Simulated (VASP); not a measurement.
# AlGa3N4 (P1) in VASP: single point with PBEsol

Aim: the single point of AlGa3N4 with PBEsol.

Everything below comes from runs of VASP 6.6.1. Logs are shortened: lines on timing, memory, paths and dates and some standing lists are left out, and cuts for length are marked.

### Step 1. The cell of the first run

The typed cell holds 8 atoms: a = 5.142 Å, b = 3.165 Å, c = 5.478 Å, α = 90.00°, β = 90.04°, γ = 90.00°.

### Step 2. Single point, PBEsol (atom 4 (Ga) moved -0.113 Å along Cartesian [1 -1 0])

INCAR

```
SYSTEM = AlGa3N4
PREC = Accurate
ENCUT = 520
EDIFF = 1E-6
ISMEAR = 0
SIGMA = 0.05
LREAL = .FALSE.
LASPH = .TRUE.
NELM = 100
ALGO = Normal
ISIF = 2
LWAVE = .FALSE.
LCHARG = .FALSE.
GGA = PS
NBANDS = 41
```

KPOINTS

```
Automatic mesh
0
G
  6 8 6
  0 0 0
```

POSCAR

```
AlGa3N4
1.0
    5.1423512025      0.0000000000      0.0001215039
    0.0000000000      3.1649848011      0.0000000000
   -0.0035856884      0.0000000000      5.4784941380
Al Ga N
1 3 4
Direct
    0.0006034235      0.5000000000      0.6673576246
    0.4991167026      0.5000000000      0.3349195796
    0.4990273840      0.0000000000      0.8315570006
    0.9843922989      0.0251342480      0.1661808715
    0.1196687536      0.5000000000      0.3400974151
    0.1176459797      0.0000000000      0.8263760593
    0.6204436392      0.0000000000      0.1662162869
    0.6312323461      0.5000000000      0.6672965055
```

Potentials or basis: VASP PAW PBE potentials, release 64 (Al, Ga_d, N).

Started as:

```sh
$ cat potpaw_PBE.64/Al/POTCAR potpaw_PBE.64/Ga_d/POTCAR potpaw_PBE.64/N/POTCAR > POTCAR
$ mpirun -np 1 vasp_std > vasp.out
```

OUTCAR:

```text
SYSTEM = AlGa3N4
   PREC = Accurate
   ENCUT = 520
   EDIFF = 1E-6
   ISMEAR = 0
   LREAL = .FALSE.
   LASPH = .TRUE.
   NELM = 100
   ISIF = 2
   GGA = PS

 ion  position               nearest neighbor table
   1  0.001  0.500  0.667-   5 1.89   8 1.90   6 1.90   6 1.90   4 3.12   4 3.13
   2  0.499  0.500  0.335-   7 1.94   7 1.94   8 1.94   5 1.95
   3  0.499  0.000  0.832-   7 1.94   8 1.94   8 1.94   6 1.96
   4  0.984  0.025  0.166-   7 1.87   5 1.91   6 1.99   5 2.04   1 3.12   1 3.13
   5  0.120  0.500  0.340-   1 1.89   4 1.91   2 1.95   4 2.04
   6  0.118  0.000  0.826-   1 1.90   1 1.90   3 1.96   4 1.99
   7  0.620  0.000  0.166-   4 1.87   2 1.94   2 1.94   3 1.94
   8  0.631  0.500  0.667-   1 1.90   2 1.94   3 1.94   3 1.94

  LATTYP: Found a simple monoclinic cell.
 ALAT       =     5.1423512039
 B/A-ratio  =     0.6154742598
 C/A-ratio  =     1.0653677849
 COS(beta)  =    -0.0006308743

  Lattice vectors:

 A1 = (   5.1423512025,   0.0000000000,   0.0001215039)
 A2 = (   0.0000000000,   3.1649848011,   0.0000000000)
 A3 = (  -0.0035856884,   0.0000000000,   5.4784941380)

Analysis of symmetry for initial positions (statically):
=====================================================================
 Subroutine PRICEL returns:
 Original cell was already a primitive cell.

 Routine SETGRP: Setting up the symmetry group for a
 simple monoclinic supercell.

 Subroutine GETGRP returns: Found  1 space group operations
 (whereof  1 operations were pure point group operations)
 out of a pool of  4 trial point group operations.

The static configuration has the point symmetry C_1 .

Analysis of symmetry for dynamics (positions and initial velocities):
=====================================================================
 Subroutine PRICEL returns:
 Original cell was already a primitive cell.

 Routine SETGRP: Setting up the symmetry group for a
 simple monoclinic supercell.

 Subroutine GETGRP returns: Found  1 space group operations
 (whereof  1 operations were pure point group operations)
 out of a pool of  4 trial point group operations.

The dynamic configuration has the point symmetry C_1 .

 Subroutine INISYM returns: Found  1 space group operations
 (whereof  1 operations are pure point group operations),
 and found     1 'primitive' translations

----------------------------------------------------------------------------------------

                                     Primitive cell

[... 103 lines left out ...]
   LREAL  =      F    real-space projection
   EDIFFG = 0.1E-04   stopping-criterion for IOM
   NSW    =      0    number of steps for IOM
   IBRION =     -1    ionic relax: 0-MD 1-quasi-New 2-CG
   NFREE  =      0    steps in history (QN), initial steepest desc. (CG)
   ISIF   =      2    stress and relaxation
   ISYM   =      2    0-nonsym 1-usesym 2-fastsym
   POTIM  = 0.5000    time-step for ionic-motion
   TEBEG  =    0.0;   TEEND  =   0.0 temperature during run
   PSTRESS=    0.0 pullay stress
   NELECT =      62.0000    total number of electrons
   NUPDOWN=      -1.0000    fix difference up-down
   EMIN   =  10.00;   EMAX   =-10.00  energy-range for DOS
   EFERMI =   0.00;   METHOD = LEGACY
   ISMEAR =     0;   SIGMA  =   0.05  broadening in eV -4-tet -1-fermi 0-gaus
   EFERMI_NEDOS =   21; number of points for ismear=-14 and -15
   IALGO  =     38    algorithm
   IMIX   =      4    mixing-type and parameters
     AMIX     =   0.40;   BMIX     =  1.00
     AMIX_MAG =   1.60;   BMIX_MAG =  1.00
  volume/ion in A,a.u.               =      11.15        75.21
  Fermi-wavevector in a.u.,A,eV,Ry     =   1.450354  2.740771 28.620199  2.103525
  Thomas-Fermi vector in A             =   2.567975
   LORBIT       =      0    0 simple, 1 ext, 2 COOP (PROOUT), +10 PAW based schemes
   GGA     = PS    functional components
   LHFCALC =     F    Hartree Fock is set to
   AEXX    =    0.0000 exact exchange contribution
   IVDW    =     0    specifies the selected vdW correction
   LEPSILON=     F    determine dielectric tensor
   LRPA    =     F    only Hartree local field effects (RPA)
 non-spin polarized calculation
 Gauss-broadening in eV      SIGMA  =   0.05
  energy-cutoff  :      520.00
  volume of cell :       89.17
 maximum number of plane-waves:      2426
 NGX is ok and might be reduce to    40
   NGX = 19   NGY = 11   NGZ = 21

 number of electron      61.9999977 magnetization

 Free energy of the ion-electron system (eV)
  ---------------------------------------------------
  ext. energy  EPLUGINS =         0.00000000
  ---------------------------------------------------
  free energy    TOTEN  =       -54.93041688 eV

  energy without entropy =      -54.93041688  energy(sigma->0) =      -54.93041688

 E-fermi :   5.7207     XC(G=0): -11.7349

 val. band max:        5.4553707761   @ k =   0.0000   0.0000   0.0000
 cond. band min:       7.7834382533   @ k =   0.0000   0.0000   0.0000
 fundamental gap:      2.3280674773
 Fermi energy:         5.7206690356

 k-point     1 :       0.0000    0.0000    0.0000
  band No.  band energies     occupation
      1     -10.4668      2.00000
      2      -9.5452      2.00000
      3      -9.1793      2.00000
      4      -8.8848      2.00000
      5      -7.8648      2.00000
      6      -7.8520      2.00000
[... 1045 lines left out ...]
     40      15.0738      0.00000
     41      15.1160      0.00000

 [... further k-points ...]
[... 5 lines left out ...]
  --------------------------------------------------------------------------------------
  -------------------------------------------------------------------------------------
  Total        1.0469665     -0.2747538     -0.3393762      0.4075035      0.4823037      0.0394549
  in kB       18.8125983     -4.9369607     -6.0981407      7.3222981      8.6663570      0.7089515
  external PRESSURE =       2.5924989 kB  Pullay stress =       0.0000000 kB

 VOLUME and BASIS-vectors are now :
 -----------------------------------------------------------------------------
  energy-cutoff  :      520.00
  volume of cell :       89.17
      direct lattice vectors                 reciprocal lattice vectors
     5.142351203  0.000000000  0.000121504     0.194463572  0.000000000  0.000127277
     0.000000000  3.164984801  0.000000000     0.000000000  0.315957283  0.000000000
    -0.003585688  0.000000000  5.478494138    -0.000004313  0.000000000  0.182531907

 POSITION                                       TOTAL-FORCE (eV/Angst)
 -----------------------------------------------------------------------------------
      0.00071      1.58249      3.65611         0.153958      0.048428     -0.041750
      2.56543      1.58249      1.83492        -0.415416      0.043083      0.064995
      2.56319      0.00000      4.55574        -0.250249     -0.006139     -0.059675
      5.06150      0.07955      0.91054         1.525914     -0.885682     -0.042073
      0.61416      1.58249      1.86324        -0.168788      0.677651     -0.082843
      0.60201      0.00000      4.52731        -0.126964      0.074450      0.167757
      3.18994      0.00000      0.91069        -0.705634      0.046171     -0.014566
      3.24363      1.58249      3.65586        -0.012821      0.002039      0.008155
 -----------------------------------------------------------------------------------
    total drift:                               -0.000442     -0.000053     -0.000533

  FREE ENERGIE OF THE ION-ELECTRON SYSTEM (eV)
  ---------------------------------------------------
  free  energy   TOTEN  =       -54.9304168850 eV

  energy  without entropy=      -54.9304168850  energy(sigma->0) =      -54.93041688
```

stdout:

```text
POSCAR found type information on POSCAR AlGaN
 POSCAR found :  3 types and       8 ions
 scaLAPACK will be used
 -----------------------------------------------------------------------------
|                                                                             |
|                                                                             |
|     You enforced a specific xc type in the INCAR file but a different       |
|     I HOPE YOU KNOW WHAT YOU ARE DOING!                                     |
|                                                                             |
 -----------------------------------------------------------------------------

 LDA part: xc-table for (Slater+PW92), standard interpolation
 POSCAR, INCAR and KPOINTS ok, starting setup
 FFT: planning ... GRIDC
 FFT: planning ... GRID_SOFT
 FFT: planning ... GRID
 WAVECAR not read
 entering main loop
```

Run time: 6.1 min. Hardware: 1 thread of Intel Xeon Platinum 8488C (Sapphire Rapids), shared host; peak memory 0.51 GiB.

What came out:

- Free energy: -54.9304 eV
- Pressure: 0.3 GPa
- Largest force: 1.765 eV/Å
- Band gap on the k mesh: 2.33 eV

Forces in eV/Å, atoms in the order of the input:
```
Al   0.154  0.048 -0.042
Ga  -0.415  0.043  0.065
Ga  -0.250 -0.006 -0.060
Ga   1.526 -0.886 -0.042
N   -0.169  0.678 -0.083
N   -0.127  0.074  0.168
N   -0.706  0.046 -0.015
N   -0.013  0.002  0.008
```

Levels at points of the mesh, in eV from the valence-band top:
| k point | band 28 | band 29 | band 30 | band 31 | band 32 | band 33 | band 34 | band 35 |
| --- | --- | --- | --- | --- | --- | --- | --- | --- |
| (0.00, 0.00, 0.00) | -0.78 | -0.16 | -0.08 | 0.00 | 2.33 | 4.66 | 5.10 | 5.65 |
| (0.50, 0.00, 0.00) | -0.68 | -0.53 | -0.51 | -0.43 | 4.27 | 4.44 | 4.52 | 5.07 |
| (0.00, 0.50, 0.00) | -2.11 | -2.01 | -1.91 | -1.83 | 5.40 | 5.52 | 6.87 | 7.00 |
| (0.50, 0.50, 0.00) | -1.71 | -1.60 | -1.47 | -1.45 | 5.67 | 5.73 | 6.04 | 6.20 |
| (0.00, 0.00, 0.50) | -0.80 | -0.74 | -0.63 | -0.27 | 4.56 | 4.67 | 6.11 | 6.41 |
| (0.50, 0.00, 0.50) | -1.49 | -1.37 | -1.21 | -0.91 | 5.23 | 5.35 | 5.44 | 5.74 |
| (0.00, 0.50, 0.50) | -2.36 | -2.19 | -0.97 | -0.81 | 4.88 | 5.05 | 5.50 | 5.68 |
| (0.50, 0.50, 0.50) | -1.78 | -1.68 | -1.66 | -1.58 | 4.24 | 4.33 | 4.44 | 4.83 |

Caveat: the cell differs from its parent crystal (atom 4 (Ga) moved -0.113 Å along Cartesian [1 -1 0]); the PAW data sets were made with another functional, which shifts forces and pressure a little.
